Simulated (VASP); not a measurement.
Here is a VASP 6.6.1 calculation.

INCAR

```
PREC = Accurate
ENCUT = 520
EDIFF = 1E-6
ISMEAR = 0
SIGMA = 0.05
LREAL = F
LASPH = T
NELM = 150
ALGO = Normal
ISIF = 2
LWAVE = F
LCHARG = T
ISPIN = 2
MAGMOM = 1.5 1.5 1.5 1.5
LORBIT = 11
LMAXMIX = 4
GGA = PE
LELF = T
LVHAR = T
NBANDS = 36
```

The input KPOINTS:

```
regular mesh
0
Gamma
  1 1 13
```

The input POSCAR:

```
Ti
1.0
   11.7000000000      0.0000000000      0.0000000000
    0.0000000000      9.3000000000      0.0000000000
    0.0000000000      0.0000000000      4.9928812687
Ti
4
Direct
    0.3945513763      0.5000000000      0.0000000000
    0.3945513763      0.5000000000      0.5000000000
    0.6054486237      0.5000000000      0.0000000000
    0.6054486237      0.5000000000      0.5000000000
```

Potentials or basis: VASP PAW PBE potentials, release 64 (Ti_sv).

Launch:

```sh
$ cat potpaw_PBE.64/Ti_sv/POTCAR > POTCAR
$ mpirun -np 1 vasp_std > vasp.out
```

Task: What does it give for the site moments?

Result: Ti +0.95 μB.

Task: What does it give for the net moment?

Result: 5.54 μB per cell.

Forces in eV/Å, atoms in the order of the input:
```
Ti  -0.004  0.000  0.000
Ti  -0.004  0.000  0.000
Ti   0.004  0.000  0.000
Ti   0.004  0.000  0.000
```
